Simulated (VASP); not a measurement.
Here is a VASP 6.6.1 calculation.

The input INCAR:

```
ALGO = Normal ; EDIFF = 1E-7
EDIFFG = -0.005 ; ENCUT = 600
GGA = CA ; IBRION = 2
ISIF = 3 ; ISMEAR = 0
LASPH = T ; LCHARG = F
LREAL = F ; LWAVE = F
NELM = 100 ; NSW = 100
PREC = Accurate ; SIGMA = 0.02
```

KPOINTS

```
k-points
0
Gamma
  6 6 6
```

File POSCAR:

```
Al3GaN4
1.0
    4.4014385300      0.0000000000      0.0000000000
    0.0000000000      4.4014385300      0.0000000000
    0.0000000000      0.0000000000      4.4014385300
Al Ga N
3 1 4
Direct
    0.5000000000      0.5000000000      0.0000000000
    0.5000000000      0.0000000000      0.5000000000
    0.0000000000      0.5000000000      0.5000000000
    0.0000000000      0.0000000000      0.0000000000
    0.7441634300      0.7441634300      0.2558365700
    0.7441634300      0.2558365700      0.7441634300
    0.2558365700      0.7441634300      0.7441634300
    0.2558365700      0.2558365700      0.2558365700
```

Potentials or basis: VASP PAW LDA potentials, release 64 (Al, Ga_d, N).

Command:

```console
$ cat potpaw_LDA.64/Al/POTCAR potpaw_LDA.64/Ga_d/POTCAR potpaw_LDA.64/N/POTCAR > POTCAR
$ mpirun -np 1 vasp_std > vasp.out
```

Question: What does it give for the space group after relaxing (to 0.1 Å)?

Answer: P-43m (No. 215).

Question: What does it give for the relaxed cell?

Answer: a = 4.374 Å, b = 4.374 Å, c = 4.374 Å, α = 90.00°, β = 90.00°, γ = 90.00°.

Question: Predict the relaxed volume.

Answer: 10.46 Å³/atom.

Question: Estimate the band gap on the k mesh.

Answer: 3.36 eV.

The path:
```tsv
step	energy change (eV)	largest force (eV/Å)	pressure (GPa)	volume (Å³)
1	0.0000	0.1156	-3.67	85.27
2	-0.0026	0.0284	3.73	82.29
3	-0.0189	0.0450	0.04	83.70
4	-0.0189	0.0434	0.12	83.67
5	-0.0191	0.0079	0.06	83.70
6	-0.0191	0.0011	0.07	83.69
```

A k mesh can miss the band edges.
